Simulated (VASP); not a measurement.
A run of VASP 6.6.1 is set up as follows.

INCAR

```
PREC = Accurate
ENCUT = 520
EDIFF = 1E-7
ISMEAR = 0
SIGMA = 0.1
LREAL = F
LASPH = T
NELM = 100
ALGO = Normal
ISIF = 2
LWAVE = F
LCHARG = F
GGA = PE
NBANDS = 24
```

KPOINTS

```
regular mesh
0
Gamma
  16 16 16
```

File POSCAR:

```
GaO3
1.0
   -2.0806082426      2.0806082426      2.0806082426
    2.0806082426     -2.0806082426      2.0806082426
    2.0806082426      2.0806082426     -2.0806082426
Ga O
1 3
Direct
    0.0000000000      0.0000000000      0.0000000000
    0.0000000000      0.5000000000      0.5000000000
    0.5000000000      0.0000000000      0.5000000000
    0.5000000000      0.5000000000      0.0000000000
```

Potentials or basis: VASP PAW PBE potentials, release 64 (Ga_d, O).

Command:

```sh
$ cat potpaw_PBE.64/Ga_d/POTCAR potpaw_PBE.64/O/POTCAR > POTCAR
$ mpirun -np 1 vasp_std > vasp.out
```

(1) Predict the pressure.

(2) Estimate the band gap on the k mesh.

Results:

(1) 0.5 GPa.

(2) zero (an odd number of electrons rules out a gap without spin polarisation).

Caveat: an odd number of electrons without spin polarisation forces a metal; a magnetic or distorted state may lie lower.
